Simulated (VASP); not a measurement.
# LiNbP2 (P-6m2) in VASP: single point with PBE

Aim: the single point of LiNbP2 with PBE.

Everything below comes from runs of VASP 6.6.1. Logs are shortened: lines on timing, memory, paths and dates and some standing lists are left out, and cuts for length are marked.

### Step 1. The cell of the first run

The structure is hexagonal, space group P-6m2 (No. 187). The conventional cell has a = 3.669 Å, b = 3.669 Å, c = 11.374 Å, α = 90.00°, β = 90.00°, γ = 120.00°. Li (site symmetry 3m) has 6 P at 2.55 Å and 1 Nb at 2.84 Å and 1 Li at 2.84 Å within 3.4 Å. Nb (site symmetry 3m) has 6 P at 2.55 Å and 1 Li at 2.84 Å and 1 Nb at 2.84 Å within 3.4 Å. P (site symmetry -6m2) has 6 Li at 2.55 Å within 3.4 Å. P (site symmetry -6m2) has 6 Nb at 2.55 Å within 3.4 Å. P (site symmetry 3m) has 3 Li at 2.55 Å and 3 Nb at 2.55 Å within 3.4 Å.

### Step 2. Single point, PBE

Input file INCAR:

```
SYSTEM = LiNbP2
PREC     = Accurate       ! precision mode
ENCUT    = 520            ! plane-wave cutoff, eV
EDIFF    = 1E-7           ! SCF threshold, eV
ISMEAR   = 0              ! smearing method
SIGMA    = 0.1            ! smearing width, eV
LREAL    = .FALSE.        ! projectors in reciprocal space
LASPH    = .TRUE.         ! aspherical terms in the spheres
NELM     = 80             ! most SCF steps
ALGO     = Normal         ! electronic algorithm
ISIF     = 2              ! what is computed and relaxed
LWAVE    = .FALSE.        ! write WAVECAR
LCHARG   = .TRUE.         ! write CHGCAR
GGA      = PE             ! functional
LELF     = .TRUE.         ! ELF
LVHAR    = .TRUE.       
NBANDS   = 36             ! bands
```

Input file KPOINTS:

```
Automatic mesh
0
G
  6 6 2
  0 0 0
```

Input file POSCAR:

```
LiNbP2
1.0
    3.6690647500      0.0000000000      0.0000000000
   -1.8345323700      3.1775032800      0.0000000000
    0.0000000000      0.0000000000     11.3741007200
Li Nb P
2 2 4
Direct
    0.0000000000      0.0000000000      0.8750000000
    0.0000000000      0.0000000000      0.1250000000
    0.0000000000      0.0000000000      0.3750000000
    0.0000000000      0.0000000000      0.6250000000
    0.3333333300      0.6666666700      0.0000000000
    0.3333333300      0.6666666700      0.5000000000
    0.6666666700      0.3333333300      0.2500000000
    0.6666666700      0.3333333300      0.7500000000
```

Potentials or basis: VASP PAW PBE potentials, release 64 (Li_sv, Nb_sv, P).

Run with:

```sh
cat potpaw_PBE.64/Li_sv/POTCAR potpaw_PBE.64/Nb_sv/POTCAR potpaw_PBE.64/P/POTCAR > POTCAR
mpirun -np 1 vasp_std > vasp.out
```

OUTCAR:

```text
SYSTEM = LiNbP2
   PREC = Accurate
   ENCUT = 520
   EDIFF = 1E-7
   ISMEAR = 0
   LREAL = .FALSE.
   LASPH = .TRUE.
   NELM = 80
   ISIF = 2
   GGA = PE

 ion  position               nearest neighbor table
   1  0.000  0.000  0.875-   5 2.55   8 2.55   5 2.55   8 2.55   8 2.55   5 2.55
   2  0.000  0.000  0.125-   5 2.55   7 2.55   5 2.55   7 2.55   7 2.55   5 2.55
   3  0.000  0.000  0.375-   6 2.55   7 2.55   6 2.55   7 2.55   7 2.55   6 2.55   4 2.84
   4  0.000  0.000  0.625-   6 2.55   8 2.55   6 2.55   8 2.55   8 2.55   6 2.55   3 2.84
   5  0.333  0.667  0.000-   1 2.55   2 2.55   1 2.55   2 2.55   1 2.55   2 2.55
   6  0.333  0.667  0.500-   3 2.55   4 2.55   3 2.55   4 2.55   3 2.55   4 2.55
   7  0.667  0.333  0.250-   2 2.55   3 2.55   2 2.55   3 2.55   2 2.55   3 2.55
   8  0.667  0.333  0.750-   1 2.55   4 2.55   1 2.55   4 2.55   1 2.55   4 2.55

  LATTYP: Found a hexagonal cell.
 ALAT       =     3.6690647500
 C/A-ratio  =     3.0999999986

  Lattice vectors:

 A1 = (   3.6690647500,   0.0000000000,   0.0000000000)
 A2 = (  -1.8345323700,   3.1775032800,   0.0000000000)
 A3 = (   0.0000000000,   0.0000000000,  11.3741007200)

Analysis of symmetry for initial positions (statically):
=====================================================================
 Subroutine PRICEL returns:
 Original cell was already a primitive cell.

 Routine SETGRP: Setting up the symmetry group for a
 hexagonal supercell.

 Subroutine GETGRP returns: Found 12 space group operations
 (whereof 12 operations were pure point group operations)
 out of a pool of 24 trial point group operations.

The static configuration has the point symmetry D_3h.

Analysis of symmetry for dynamics (positions and initial velocities):
=====================================================================
 Subroutine PRICEL returns:
 Original cell was already a primitive cell.

 Routine SETGRP: Setting up the symmetry group for a
 hexagonal supercell.

 Subroutine GETGRP returns: Found 12 space group operations
 (whereof 12 operations were pure point group operations)
 out of a pool of 24 trial point group operations.

The dynamic configuration has the point symmetry D_3h.

 Subroutine INISYM returns: Found 12 space group operations
 (whereof 12 operations are pure point group operations),
 and found     1 'primitive' translations

----------------------------------------------------------------------------------------

                                     Primitive cell

  volume of cell :     132.6046

  direct lattice vectors                    reciprocal lattice vectors
     3.669064750  0.000000000  0.000000000     0.272549019  0.157356249  0.000000000
    -1.834532370  3.177503280  0.000000000     0.000000000  0.314712500  0.000000000
     0.000000000  0.000000000 11.374100720     0.000000000  0.000000000  0.087919039

  length of vectors
     3.669064750  3.669064746 11.374100720     0.314712499  0.314712500  0.087919039

  position of ions in fractional coordinates (direct lattice)
     0.000000000  0.000000000  0.875000000
     0.000000000  0.000000000  0.125000000
     0.000000000  0.000000000  0.375000000
     0.000000000  0.000000000  0.625000000
     0.333333330  0.666666670  0.000000000
     0.333333330  0.666666670  0.500000000
     0.666666670  0.333333330  0.250000000
     0.666666670  0.333333330  0.750000000

  ion indices of the primitive-cell ions
   primitive index   ion index
                 1           1
                 2           2
                 3           3
                 4           4
                 5           5
                 6           6
                 7           7
                 8           8

----------------------------------------------------------------------------------------

 KPOINTS: Automatic mesh

Automatic generation of k-mesh.
 Grid dimensions read from file:
 generate k-points for:    6    6    2

 Generating k-lattice:

  Cartesian coordinates                     Fractional coordinates (reciprocal lattice)
     0.045424837  0.026226042  0.000000000     0.166666667  0.000000000  0.000000000
     0.000000000  0.052452083  0.000000000     0.000000000  0.166666667  0.000000000
     0.000000000  0.000000000  0.043959519     0.000000000  0.000000000  0.500000000

  Length of vectors
     0.052452083  0.052452083  0.043959519

  Shift w.r.t. Gamma in fractional coordinates (k-lattice)
     0.000000000  0.000000000  0.000000000

 Subroutine IBZKPT returns following result:
 ===========================================

 Found     14 irreducible k-points:

 Following reciprocal coordinates:
            Coordinates               Weight
  0.000000  0.000000  0.000000      1.000000
  0.166667  0.000000  0.000000      6.000000
  0.333333  0.000000  0.000000      6.000000
  0.500000  0.000000  0.000000      3.000000
  0.166667  0.166667  0.000000      6.000000
  0.333333  0.166667  0.000000     12.000000
  0.333333  0.333333  0.000000      2.000000
  0.000000  0.000000  0.500000      1.000000
  0.166667  0.000000  0.500000      6.000000
  0.333333  0.000000  0.500000      6.000000
  0.500000  0.000000  0.500000      3.000000
  0.166667  0.166667  0.500000      6.000000
  0.333333  0.166667  0.500000     12.000000
  0.333333  0.333333  0.500000      2.000000
   k-points           NKPTS =     14   k-points in BZ     NKDIM =     14   number of bands    NBANDS=     36
   number of dos      NEDOS =    301   number of ions     NIONS =      8
   total plane-waves  NPLWV =  70560
   dimension x,y,z NGX =    28 NGY =   28 NGZ =   90
   dimension x,y,z NGXF=    56 NGYF=   56 NGZF=  180
   ions per type =               2   2   4
   NGX,Y,Z   is equivalent  to a cutoff of  12.69, 12.69, 13.15 a.u.
   NGXF,Y,Z  is equivalent  to a cutoff of  25.37, 25.37, 26.31 a.u.
 SYSTEM =  LiNbP2
   PREC   = accura    normal or accurate (medium, high low for compatibility)
   ISTART =      0    job   : 0-new  1-cont  2-samecut
   ICHARG =      2    charge: 1-file 2-atom 10-const
   ISPIN  =      1    spin polarized calculation?
   LNONCOLLINEAR =      F non collinear calculations
   LSORBIT =      F    spin-orbit coupling
   LASPH  =      T    aspherical Exc in radial PAW
   ENCUT  =  520.0 eV  38.22 Ry    6.18 a.u.   6.82  6.82 21.15*2*pi/ulx,y,z
   NELM   =     80;   NELMIN=  2; NELMDL= -5     # of ELM steps
   EDIFF  = 0.1E-06   stopping-criterion for ELM
   LREAL  =      F    real-space projection
   EDIFFG = 0.1E-05   stopping-criterion for IOM
   NSW    =      0    number of steps for IOM
   IBRION =     -1    ionic relax: 0-MD 1-quasi-New 2-CG
   NFREE  =      0    steps in history (QN), initial steepest desc. (CG)
   ISIF   =      2    stress and relaxation
   ISYM   =      2    0-nonsym 1-usesym 2-fastsym
   POTIM  = 0.5000    time-step for ionic-motion
   TEBEG  =    0.0;   TEEND  =   0.0 temperature during run
   PSTRESS=    0.0 pullay stress
   NELECT =      52.0000    total number of electrons
   NUPDOWN=      -1.0000    fix difference up-down
   EMIN   =  10.00;   EMAX   =-10.00  energy-range for DOS
   EFERMI =   0.00;   METHOD = LEGACY
   ISMEAR =     0;   SIGMA  =   0.10  broadening in eV -4-tet -1-fermi 0-gaus
   EFERMI_NEDOS =   21; number of points for ismear=-14 and -15
   IALGO  =     38    algorithm
   IMIX   =      4    mixing-type and parameters
     AMIX     =   0.40;   BMIX     =  1.00
     AMIX_MAG =   1.60;   BMIX_MAG =  1.00
  volume/ion in A,a.u.               =      16.58       111.86
  Fermi-wavevector in a.u.,A,eV,Ry     =   1.198275  2.264411 19.536098  1.435863
  Thomas-Fermi vector in A             =   2.334168
   LORBIT       =      0    0 simple, 1 ext, 2 COOP (PROOUT), +10 PAW based schemes
   GGA     = PE    functional components
   LHFCALC =     F    Hartree Fock is set to
   AEXX    =    0.0000 exact exchange contribution
   IVDW    =     0    specifies the selected vdW correction
   LEPSILON=     F    determine dielectric tensor
   LRPA    =     F    only Hartree local field effects (RPA)
 non-spin polarized calculation
 Gauss-broadening in eV      SIGMA  =   0.10
  energy-cutoff  :      520.00
  volume of cell :      132.60
 maximum number of plane-waves:      3597
 NGX is ok and might be reduce to    28
   NGX = 13   NGY = 13   NGZ = 43

 number of electron      51.9999992 magnetization

 Free energy of the ion-electron system (eV)
  ---------------------------------------------------
  ext. energy  EPLUGINS =         0.00000000
  ---------------------------------------------------
  free energy    TOTEN  =       -48.99306059 eV

  energy without entropy =      -48.95963854  energy(sigma->0) =      -48.97634957

 E-fermi :   6.8969     XC(G=0): -10.4928

 val. band max:        6.8928161454   @ k =   0.5000   0.0000   0.5000
 cond. band min:       6.9389006039   @ k =   0.3333   0.0000   0.5000
 fundamental gap:      0.0460844585
 Fermi energy:         6.8969432344

 k-point     1 :       0.0000    0.0000    0.0000
  band No.  band energies     occupation
      1     -48.4847      2.00000
      2     -48.4273      2.00000
      3     -38.1060      2.00000
      4     -38.0982      2.00000
      5     -24.7239      2.00000
      6     -24.5694      2.00000
[... 28 lines left out ...]
     35      11.1077      0.00000
     36      12.2642      0.00000

 k-point     2 :       0.1667    0.0000    0.0000
  band No.  band energies     occupation
      1     -48.4821      2.00000
      2     -48.4248      2.00000
      3     -38.1055      2.00000
      4     -38.0978      2.00000
      5     -24.7155      2.00000
      6     -24.6094      2.00000
[... 28 lines left out ...]
     35      10.8747      0.00000
     36      11.8618      0.00000

 k-point     3 :       0.3333    0.0000    0.0000
  band No.  band energies     occupation
      1     -48.4768      2.00000
      2     -48.4199      2.00000
      3     -38.1046      2.00000
      4     -38.0969      2.00000
      5     -24.7010      2.00000
      6     -24.6860      2.00000
[... 28 lines left out ...]
     35      11.5996      0.00000
     36      11.8843      0.00000

 k-point     4 :       0.5000    0.0000    0.0000
  band No.  band energies     occupation
      1     -48.4742      2.00000
      2     -48.4175      2.00000
      3     -38.1041      2.00000
      4     -38.0965      2.00000
      5     -24.7286      2.00000
      6     -24.6888      2.00000
[... 28 lines left out ...]
     35      11.7809      0.00000
     36      12.0399      0.00000

 k-point     5 :       0.1667    0.1667    0.0000
  band No.  band energies     occupation
      1     -48.4781      2.00000
      2     -48.4212      2.00000
      3     -38.1048      2.00000
      4     -38.0971      2.00000
      5     -24.7031      2.00000
      6     -24.6609      2.00000
[... 265 lines left out ...]
 k-point    12 :       0.1667    0.1667    0.5000
  band No.  band energies     occupation
      1     -48.4781      2.00000
      2     -48.4212      2.00000
      3     -38.1048      2.00000
      4     -38.0971      2.00000
      5     -24.7031      2.00000
      6     -24.6609      2.00000
[... 28 lines left out ...]
     35      11.1273      0.00000
     36      11.4103      0.00000

 k-point    13 :       0.3333    0.1667    0.5000
  band No.  band energies     occupation
      1     -48.4742      2.00000
      2     -48.4175      2.00000
      3     -38.1041      2.00000
      4     -38.0965      2.00000
      5     -24.7084      2.00000
      6     -24.6887      2.00000
[... 28 lines left out ...]
     35      11.6193      0.00000
     36      11.7367      0.00000

 k-point    14 :       0.3333    0.3333    0.5000
  band No.  band energies     occupation
      1     -48.4729      2.00000
      2     -48.4163      2.00000
      3     -38.1038      2.00000
      4     -38.0963      2.00000
      5     -24.6851      2.00000
      6     -24.6817      2.00000
[... 28 lines left out ...]
     35      10.7214      0.00000
     36      11.8845      0.00000

------------------------ aborting loop because EDIFF is reached ----------------------------------------

  FORCE on cell =-STRESS in cart. coord.  units (eV):
  Direction    XX          YY          ZZ          XY          YZ          ZX
  --------------------------------------------------------------------------------------
  -------------------------------------------------------------------------------------
  Total       -3.4916477     -3.4916477      6.5298384     -0.0000000      0.0000000      0.0000000
  in kB      -42.1873791    -42.1873791     78.8959234     -0.0000001      0.0000000      0.0000000
  external PRESSURE =      -1.8262783 kB  Pullay stress =       0.0000000 kB

 VOLUME and BASIS-vectors are now :
 -----------------------------------------------------------------------------
  energy-cutoff  :      520.00
  volume of cell :      132.60
      direct lattice vectors                 reciprocal lattice vectors
     3.669064750  0.000000000  0.000000000     0.272549019  0.157356249  0.000000000
    -1.834532370  3.177503280  0.000000000     0.000000000  0.314712500  0.000000000
     0.000000000  0.000000000 11.374100720     0.000000000  0.000000000  0.087919039

 POSITION                                       TOTAL-FORCE (eV/Angst)
 -----------------------------------------------------------------------------------
      0.00000      0.00000      9.95234        -0.000000      0.000000      0.208930
      0.00000      0.00000      1.42176        -0.000000      0.000000     -0.208930
      0.00000      0.00000      4.26529        -0.000000      0.000000     -0.614824
      0.00000      0.00000      7.10881        -0.000000      0.000000      0.614824
     -0.00000      2.11834      0.00000         0.000000     -0.000000      0.000000
     -0.00000      2.11834      5.68705        -0.000000      0.000000      0.000000
      1.83453      1.05917      2.84353         0.000000      0.000000      0.164783
      1.83453      1.05917      8.53058         0.000000      0.000000     -0.164783
 -----------------------------------------------------------------------------------
    total drift:                                0.000000     -0.000000      0.000000

  FREE ENERGIE OF THE ION-ELECTRON SYSTEM (eV)
  ---------------------------------------------------
  free  energy   TOTEN  =       -48.9930605913 eV

  energy  without entropy=      -48.9596385410  energy(sigma->0) =      -48.97634957
```

Run time: 4.2 min. Hardware: 1 thread of Intel Xeon 8259CL, shared host; peak memory 0.27 GiB.

Results:

```yaml
Free_energy: -48.9931 eV
Largest_force: 0.615 eV/Å
Band_gap_on_the_k_mesh: zero (bands 26 and 27 overlap by 0.51 eV)
```

Forces on the atoms (eV/Å):
```
Li   0.000  0.000  0.209
Li   0.000  0.000 -0.209
Nb   0.000  0.000 -0.615
Nb   0.000  0.000  0.615
P    0.000  0.000  0.000
P    0.000  0.000  0.000
P    0.000  0.000  0.165
P    0.000  0.000 -0.165
```

Levels at points of the mesh, in eV from the Fermi level:
```csv
k point,band 24,band 25,band 26,band 27,band 28,band 29
"(0.00, 0.00, 0.00)",-0.17,0.33,0.33,0.60,0.60,0.98
"(0.50, 0.00, 0.00)",-1.39,-0.70,-0.67,0.15,0.67,1.14
"(0.00, 0.00, 0.50)",-0.19,0.35,0.35,0.59,0.59,1.14
"(0.50, 0.00, 0.50)",-1.62,-1.24,0.00,0.10,0.42,1.13
```

Caveat: the cutoff is under 1.25 times the usual one of these potentials, so pressure, stress and relaxed cells hold a basis-set (Pulay) error.

The gap in the log of VASP goes by the Fermi energy; the results here count the filled bands.